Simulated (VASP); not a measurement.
Wanted: the native input for a VASP 6.6.1 run.

```yaml
Task: single point
Functional: PBEsol
Potentials_or_basis: VASP PAW PBE potentials, release 64 (Fe, O)
Cutoff: 520 eV
k_mesh: 12 × 12 × 12
Occupations: fermi-dirac, width 0.05 eV
Spin: collinear spin, ferromagnetic start
Starting_moments: "[3.0, 0.0] μB"
Dipole_correction: no
Further_INCAR_settings: ALGO = Normal; EDIFF = 1e-07; NBANDS = 18
```

The structure of FeO lies in POSCAR:

```
FeO
1.0
   -1.4964057144      1.4964057144      2.1161108329
    1.4964057144     -1.4964057144      2.1161108329
    1.4964057144      1.4964057144     -2.1161108329
Fe O
1 1
Direct
    0.0000000000      0.0000000000      0.0000000000
    0.5000000000      0.5000000000      0.0000000000
```

The input as run:

INCAR

```
ALGO = Normal
EDIFF = 1E-7
ENCUT = 520
GGA = PS
ISIF = 2
ISMEAR = -1
ISPIN = 2
LASPH = True
LCHARG = True
LELF = True
LMAXMIX = 4
LORBIT = 11
LREAL = False
LVHAR = True
LWAVE = False
MAGMOM = 3 0
NBANDS = 18
NELM = 150
PREC = Accurate
SIGMA = 0.05
```

KPOINTS

```
k-points
0
Gamma
  12 12 12
```

Potentials or basis: VASP PAW PBE potentials, release 64 (Fe, O).

Launch:

```bash
$ cat potpaw_PBE.64/Fe/POTCAR potpaw_PBE.64/O/POTCAR > POTCAR
$ mpirun -np 1 vasp_std > vasp.out
```

It gave:

The pressure is 2.5 GPa, the band gap on the k mesh is zero (filled and empty bands overlap) and the net moment is 4.00 μB per cell. The site moments are Fe +3.60; O +0.31 μB. The valence electrons inside the program's atomic spheres are Fe 6.84; O 5.00.

Caveat: the PAW data sets were made with another functional, which shifts forces and pressure a little; a cell with one magnetic atom can't hold antiferromagnetic order, which such compounds often take; semilocal functionals often make such compounds metallic where correlation or magnetic order opens a gap, which also shifts bond lengths.

Run time: 2.8 min on 1 thread of Intel Xeon 8259CL (shared host), peak memory 0.21 GiB.
